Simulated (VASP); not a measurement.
The system is AlNi.

```xyz
2
Lattice="2.8810 0.0000 0.0000 0.0000 2.8810 0.0000 0.0000 0.0000 2.8810" Properties=species:S:1:pos:R:3 pbc="T T T"
Ni    1.4405    1.4405    1.4405
Al    0.0000    0.0000    0.0000
```

| Property | Result |
| --- | --- |
| Program | VASP 6.6.1 |
| Task | relaxation of cell and atoms |
| Functional | revPBE |
| Dispersion | D3(BJ) |
| Potentials or basis | VASP PAW PBE potentials, release 64 (Ni, Al) |
| Cutoff | 600 eV |
| k mesh | 9 × 9 × 9 |
| Occupations | fermi-dirac, width 0.05 eV |
| Spin | collinear spin, ferromagnetic start |
| Starting moments | [1.0, 0.0] μB |

At the start: pressure -7.2 GPa; volume 11.96 Å³/atom.

Problem. How do energy, volume and symmetry change on relaxing?

Solution. Over 3 steps the energy falls by 12.1 meV/atom and the volume is 11.44 Å³/atom (-4.3 %); space group Pm-3m (No. 221, to 0.05 Å); moment 0.00 μB per cell.

Step by step:
```
step  energy change (eV)  largest force (eV/Å)  pressure (GPa)  volume (Å³)
   1              0.0000                0.0000           -7.16        23.91
   2             -0.0087                0.0000            6.60        22.11
   3             -0.0241                0.0000           -0.04        22.88
```

Final structure:
```
Ni Al
1.0
     2.83906    0.00000    0.00000
     0.00000    2.83906    0.00000
     0.00000    0.00000    2.83906
Ni Al
1 1
Direct
  0.50000 0.50000 0.50000
  0.00000 0.00000 0.00000
```

Caveat: the PAW data sets were made with another functional, which shifts forces and pressure a little; pairwise dispersion overbinds metals, which lowers pressure and volume.
